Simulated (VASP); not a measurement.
## Cs2Au: relaxation of cell and atoms with PBE

Cs2Au:

```
CELL_PARAMETERS angstrom
0.00000 4.03001 4.03001
4.03001 0.00000 4.03001
4.03001 4.03001 0.00000
ATOMIC_POSITIONS crystal
Cs 0.00000 0.00000 0.00000
Cs 0.25000 0.25000 0.25000
Au 0.75000 0.75000 0.75000
```

```json
{
 "Program": "VASP 6.6.1",
 "Task": "relaxation of cell and atoms",
 "Functional": "PBE",
 "Potentials or basis": "VASP PAW PBE potentials, release 64 (Cs_sv, Au)",
 "Cutoff": "600 eV",
 "k mesh": "4 × 4 × 4",
 "Occupations": "gaussian, width 0.1 eV",
 "Spin": "no spin polarisation",
 "Dipole correction": "no",
 "Further INCAR settings": "ALGO = Normal; EDIFF = 1e-06; IBRION = 2; EDIFFG = -0.04; NSW = 90; ISIF = 3"
}
```

```yaml
Relaxed_volume: 53.82 Å³/atom
Relaxed_cell: a = 6.112 Å, b = 6.112 Å, c = 6.112 Å, α = 60.00°, β = 60.00°, γ = 60.00°
Space_group_after_relaxing_to_0.05_Å: F-43m (No. 216)
Energy_gained_by_relaxing: 65.9 meV/atom
Ionic_steps: 4
Pressure_after_relaxing: 0.1 GPa
```

Step by step:
| step | energy change (eV) | largest force (eV/Å) | pressure (GPa) | volume (Å³) |
| --- | --- | --- | --- | --- |
| 1 | 0.0000 | 0.0000 | 2.53 | 130.90 |
| 2 | -0.1451 | 0.0000 | 1.05 | 144.39 |
| 3 | -0.1928 | 0.0000 | 0.27 | 156.58 |
| 4 | -0.1978 | 0.0000 | 0.07 | 161.45 |

Final structure:
```
Cs Au
1.0
     0.00000    4.32181    4.32181
     4.32181    0.00000    4.32181
     4.32181    4.32181    0.00000
Cs Au
2 1
Cartesian
  0.0000 4.3218 4.3218
  2.1609 2.1609 2.1609
  6.4827 6.4827 6.4827
```

Levels at points of the mesh, in eV from the Fermi level:
| k point | band 12 | band 13 | band 14 | band 15 | band 16 | band 17 |
| --- | --- | --- | --- | --- | --- | --- |
| (0.00, 0.00, 0.00) | -3.51 | -3.51 | -3.51 | 1.44 | 1.44 | 1.44 |
| (0.50, 0.00, 0.00) | -3.53 | -3.53 | -2.98 | -0.24 | 0.71 | 0.71 |
| (0.50, 0.50, 0.00) | -3.53 | -3.53 | -3.01 | 0.00 | 1.64 | 1.67 |

It took 84 s on 1 thread of Intel(R) Xeon(R) Platinum 8488C (Sapphire Rapids), with other jobs on the host, peak memory 0.33 GiB.

Caveat: the volume moved by over 15 % at a fixed basis, so the end points are rough; spin-orbit coupling is left out, which moves the levels of the heavy elements.
